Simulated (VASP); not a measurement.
# AlN (Fm-3m) in VASP: settings compared

The runs below take AlN through single point, with PBEsol+D3(BJ), LDA.

The COD entry that gives the cell may itself be a prediction, so a difference from it is no test against experiment.

Everything below comes from runs of VASP 6.6.1. Logs are shortened: lines on timing, memory, paths and dates and some standing lists are left out, and cuts for length are marked.

## Step 1: The cell of the first run

It takes space group Fm-3m (No. 225, cubic). Conventional cell: a = 4.017 Å, b = 4.017 Å, c = 4.017 Å, α = 90.00°, β = 90.00°, γ = 90.00°. Al (site symmetry m-3m) has 6 N at 2.01 Å within 2.7 Å. N (site symmetry m-3m) has 6 Al at 2.01 Å within 2.7 Å.

## Step 2: Single point, PBEsol+D3(BJ)

INCAR reads:

```
SYSTEM = AlN
PREC = Accurate ; ENCUT = 520
EDIFF = 1E-6 ; ISMEAR = 1
SIGMA = 0.1 ; LREAL = .FALSE.
LASPH = .TRUE. ; NELM = 100
ALGO = Normal ; ISIF = 2
LWAVE = .FALSE. ; LCHARG = .FALSE.
GGA = PS ; IVDW = 12
NBANDS = 11
```

KPOINTS reads:

```
regular mesh
0
G
  8 8 8
  0 0 0
```

POSCAR reads:

```
AlN
1.0
    0.0000000000      2.0083362938      2.0083362938
    2.0083362938      0.0000000000      2.0083362938
    2.0083362938      2.0083362938      0.0000000000
Al N
1 1
Direct
    0.0000000000      0.0000000000      0.0000000000
    0.5000000000      0.5000000000      0.5000000000
```

Potentials or basis: VASP PAW PBE potentials, release 64 (Al, N).

Command:

```sh
cat potpaw_PBE.64/Al/POTCAR potpaw_PBE.64/N/POTCAR > POTCAR
mpirun -np 1 vasp_std > vasp.out
```

OUTCAR:

```text
SYSTEM = AlN
   PREC = Accurate
   ENCUT = 520
   EDIFF = 1E-6
   ISMEAR = 1
   LREAL = .FALSE.
   LASPH = .TRUE.
   NELM = 100
   ISIF = 2
   GGA = PS
   IVDW = 12
 IVDW          = 12

 ion  position               nearest neighbor table
   1  0.000  0.000  0.000-   2 2.01   2 2.01   2 2.01   2 2.01   2 2.01   2 2.01
   2  0.500  0.500  0.500-   1 2.01   1 2.01   1 2.01   1 2.01   1 2.01   1 2.01

  LATTYP: Found a face centered cubic cell.
 ALAT       =     4.0166725876

  Lattice vectors:

 A1 = (   0.0000000000,   2.0083362938,   2.0083362938)
 A2 = (   2.0083362938,   0.0000000000,   2.0083362938)
 A3 = (   2.0083362938,   2.0083362938,   0.0000000000)

Analysis of symmetry for initial positions (statically):
=====================================================================
 Subroutine PRICEL returns:
 Original cell was already a primitive cell.

 Routine SETGRP: Setting up the symmetry group for a
 face centered cubic supercell.

 Subroutine GETGRP returns: Found 48 space group operations
 (whereof 48 operations were pure point group operations)
 out of a pool of 48 trial point group operations.

The static configuration has the point symmetry O_h .

Analysis of symmetry for dynamics (positions and initial velocities):
=====================================================================
 Subroutine PRICEL returns:
 Original cell was already a primitive cell.

 Routine SETGRP: Setting up the symmetry group for a
 face centered cubic supercell.

 Subroutine GETGRP returns: Found 48 space group operations
 (whereof 48 operations were pure point group operations)
 out of a pool of 48 trial point group operations.

The dynamic configuration has the point symmetry O_h .

 Subroutine INISYM returns: Found 48 space group operations
 (whereof 48 operations are pure point group operations),
 and found     1 'primitive' translations

----------------------------------------------------------------------------------------

                                     Primitive cell

  volume of cell :      16.2009

  direct lattice vectors                    reciprocal lattice vectors
     0.000000000  2.008336294  2.008336294    -0.248962289  0.248962289  0.248962289
     2.008336294  0.000000000  2.008336294     0.248962289 -0.248962289  0.248962289
     2.008336294  2.008336294  0.000000000     0.248962289  0.248962289 -0.248962289

  length of vectors
     2.840216424  2.840216424  2.840216424     0.431215333  0.431215333  0.431215333

  position of ions in fractional coordinates (direct lattice)
     0.000000000  0.000000000  0.000000000
     0.500000000  0.500000000  0.500000000

  ion indices of the primitive-cell ions
   primitive index   ion index
                 1           1
                 2           2

----------------------------------------------------------------------------------------

 KPOINTS: regular mesh

Automatic generation of k-mesh.
 Grid dimensions read from file:
 generate k-points for:    8    8    8

 Generating k-lattice:

  Cartesian coordinates                     Fractional coordinates (reciprocal lattice)
    -0.031120286  0.031120286  0.031120286     0.125000000  0.000000000  0.000000000
     0.031120286 -0.031120286  0.031120286     0.000000000  0.125000000  0.000000000
     0.031120286  0.031120286 -0.031120286     0.000000000  0.000000000  0.125000000

  Length of vectors
     0.053901917  0.053901917  0.053901917

  Shift w.r.t. Gamma in fractional coordinates (k-lattice)
     0.000000000  0.000000000  0.000000000

 Subroutine IBZKPT returns following result:
 ===========================================

 Found     29 irreducible k-points:

 Following reciprocal coordinates:
            Coordinates               Weight
  0.000000  0.000000  0.000000      1.000000
  0.125000  0.000000  0.000000      8.000000
  0.250000  0.000000  0.000000      8.000000
  0.375000  0.000000  0.000000      8.000000
  0.500000  0.000000  0.000000      4.000000
  0.125000  0.125000  0.000000      6.000000
[... 16 lines left out ...]
  0.500000  0.250000  0.125000     48.000000
 -0.375000  0.250000  0.125000     24.000000
 [... further k-points ...]
   k-points           NKPTS =     29   k-points in BZ     NKDIM =     29   number of bands    NBANDS=     11
   number of dos      NEDOS =    301   number of ions     NIONS =      2
   total plane-waves  NPLWV =  13824
   dimension x,y,z NGX =    24 NGY =   24 NGZ =   24
   dimension x,y,z NGXF=    48 NGYF=   48 NGZF=   48
   ions per type =               1   1
   NGX,Y,Z   is equivalent  to a cutoff of  14.05, 14.05, 14.05 a.u.
   NGXF,Y,Z  is equivalent  to a cutoff of  28.10, 28.10, 28.10 a.u.
 SYSTEM =  AlN
   PREC   = accura    normal or accurate (medium, high low for compatibility)
   ISTART =      0    job   : 0-new  1-cont  2-samecut
   ICHARG =      2    charge: 1-file 2-atom 10-const
   ISPIN  =      1    spin polarized calculation?
   LNONCOLLINEAR =      F non collinear calculations
   LSORBIT =      F    spin-orbit coupling
   LASPH  =      T    aspherical Exc in radial PAW
   ENCUT  =  520.0 eV  38.22 Ry    6.18 a.u.   5.28  5.28  5.28*2*pi/ulx,y,z
   NELM   =    100;   NELMIN=  2; NELMDL= -5     # of ELM steps
   EDIFF  = 0.1E-05   stopping-criterion for ELM
   LREAL  =      F    real-space projection
   EDIFFG = 0.1E-04   stopping-criterion for IOM
   NSW    =      0    number of steps for IOM
   IBRION =     -1    ionic relax: 0-MD 1-quasi-New 2-CG
   NFREE  =      0    steps in history (QN), initial steepest desc. (CG)
   ISIF   =      2    stress and relaxation
   ISYM   =      2    0-nonsym 1-usesym 2-fastsym
   POTIM  = 0.5000    time-step for ionic-motion
   TEBEG  =    0.0;   TEEND  =   0.0 temperature during run
   PSTRESS=    0.0 pullay stress
   NELECT =       8.0000    total number of electrons
   NUPDOWN=      -1.0000    fix difference up-down
   EMIN   =  10.00;   EMAX   =-10.00  energy-range for DOS
   EFERMI =   0.00;   METHOD = LEGACY
   ISMEAR =     1;   SIGMA  =   0.10  broadening in eV -4-tet -1-fermi 0-gaus
   EFERMI_NEDOS =   21; number of points for ismear=-14 and -15
   IALGO  =     38    algorithm
   IMIX   =      4    mixing-type and parameters
     AMIX     =   0.40;   BMIX     =  1.00
     AMIX_MAG =   1.60;   BMIX_MAG =  1.00
  volume/ion in A,a.u.               =       8.10        54.66
  Fermi-wavevector in a.u.,A,eV,Ry     =   1.293973  2.445254 22.781118  1.674365
  Thomas-Fermi vector in A             =   2.425585
   LORBIT       =      0    0 simple, 1 ext, 2 COOP (PROOUT), +10 PAW based schemes
   GGA     = PS    functional components
   LHFCALC =     F    Hartree Fock is set to
   AEXX    =    0.0000 exact exchange contribution
   IVDW    =    12    specifies the selected vdW correction
   LEPSILON=     F    determine dielectric tensor
   LRPA    =     F    only Hartree local field effects (RPA)
 non-spin polarized calculation
 Methfessel and Paxton  Order N= 1 SIGMA  =   0.10
  energy-cutoff  :      520.00
  volume of cell :       16.20
 maximum number of plane-waves:       445
 NGX is ok and might be reduce to    24
   NGX = 11   NGY = 11   NGZ = 11

 number of electron       7.9999999 magnetization

 Free energy of the ion-electron system (eV)
  ---------------------------------------------------
  ext. energy  EPLUGINS =         0.00000000
  ---------------------------------------------------
  free energy    TOTEN  =       -15.44216012 eV

  energy without entropy =      -15.44219824  energy(sigma->0) =      -15.44217282

 E-fermi :  10.2299     XC(G=0): -12.5460

 val. band max:       10.1464424183   @ k =   0.0000   0.0000   0.0000
 cond. band min:      14.8913694050   @ k =   0.5000   0.5000   0.0000
 fundamental gap:      4.7449269867
 Fermi energy:        10.2298909773

 k-point     1 :       0.0000    0.0000    0.0000
  band No.  band energies     occupation
      1      -7.5861      2.00000
      2      10.1464      1.99671
      3      10.1464      1.99671
      4      10.1464      1.99670
      5      16.1041      0.00000
      6      22.2339      0.00000
      7      22.2339      0.00000
      8      22.2339      0.00000
      9      27.3672      0.00000
     10      27.9792      0.00000
     11      27.9792      0.00000

 k-point     2 :       0.1250    0.0000    0.0000
  band No.  band energies     occupation
      1      -7.2586      2.00000
      2       8.6363      2.00000
      3       9.9513      2.00059
      4       9.9513      2.00059
      5      16.9322      0.00000
      6      21.0809      0.00000
      7      22.6761      0.00000
      8      22.6761      0.00000
      9      26.1168      0.00000
     10      26.1168      0.00000
     11      28.4790      0.00000

 k-point     3 :       0.2500    0.0000    0.0000
  band No.  band energies     occupation
      1      -6.3246      2.00000
      2       5.7398      2.00000
      3       9.5290      2.00000
      4       9.5290      2.00000
      5      17.1315      0.00000
      6      21.3704      0.00000
      7      22.5023      0.00000
      8      22.5023      0.00000
      9      26.3836      0.00000
     10      26.3836      0.00000
     11      27.4811      0.00000
[... 267 lines left out ...]
 k-point    23 :       0.5000    0.2500    0.1250
  band No.  band energies     occupation
      1      -4.3715      2.00000
      2       3.5621      2.00000
      3       6.5607      2.00000
      4       8.3698      2.00000
      5      18.5448      0.00000
      6      19.3863      0.00000
      7      21.0552      0.00000
      8      23.5582      0.00000
      9      27.2069      0.00000
     10      30.3848      0.00000
     11      32.2528      0.00000

 k-point    24 :      -0.3750    0.2500    0.1250
  band No.  band energies     occupation
      1      -3.6855      2.00000
      2       2.5462      2.00000
      3       6.3363      2.00000
      4       8.0978      2.00000
      5      18.6224      0.00000
      6      18.7997      0.00000
      7      22.5760      0.00000
      8      23.0548      0.00000
      9      28.3836      0.00000
     10      29.3567      0.00000
     11      32.7188      0.00000

 [... further k-points ...]

------------------------ aborting loop because EDIFF is reached ----------------------------------------

 Edisp (eV)   -0.58492

 E8    (eV) :    -0.3608

  FORCE on cell =-STRESS in cart. coord.  units (eV):
  Direction    XX          YY          ZZ          XY          YZ          ZX
  --------------------------------------------------------------------------------------
  -------------------------------------------------------------------------------------
  Total      -0.00938    -0.00938    -0.00938     0.00000     0.00000    -0.00000
  in kB      -0.92748    -0.92748    -0.92748     0.00000     0.00000    -0.00000
  external pressure =       -0.93 kB  Pullay stress =        0.00 kB

 VOLUME and BASIS-vectors are now :
 -----------------------------------------------------------------------------
  energy-cutoff  :      520.00
  volume of cell :       16.20
      direct lattice vectors                 reciprocal lattice vectors
     0.000000000  2.008336294  2.008336294    -0.248962289  0.248962289  0.248962289
     2.008336294  0.000000000  2.008336294     0.248962289 -0.248962289  0.248962289
     2.008336294  2.008336294  0.000000000     0.248962289  0.248962289 -0.248962289

 POSITION                                       TOTAL-FORCE (eV/Angst)
 -----------------------------------------------------------------------------------
      0.00000      0.00000      0.00000        -0.000000      0.000000      0.000000
      2.00834      2.00834      2.00834         0.000000     -0.000000      0.000000
 -----------------------------------------------------------------------------------
    total drift:                               -0.000000     -0.000000      0.000000

  FREE ENERGIE OF THE ION-ELECTRON SYSTEM (eV)
  ---------------------------------------------------
  free  energy   TOTEN  =       -16.0270779863 eV

  energy  without entropy=      -16.0271161104  energy(sigma->0) =      -16.02709069
```

Run time: 15 s. Hardware: 1 thread of AMD EPYC 7R13, shared host; peak memory 0.12 GiB.

What came out:

```yaml
Free_energy: -16.0271 eV
Pressure: -0.1 GPa
Band_gap_on_the_k_mesh: 4.75 eV, indirect (least direct gap 5.96 eV)
Dispersion_energy_per_atom: -0.292 eV
```

Caveat: the PAW data sets were made with another functional, which shifts forces and pressure a little. A k mesh can miss the band edges.

[end of part 1 of 2]
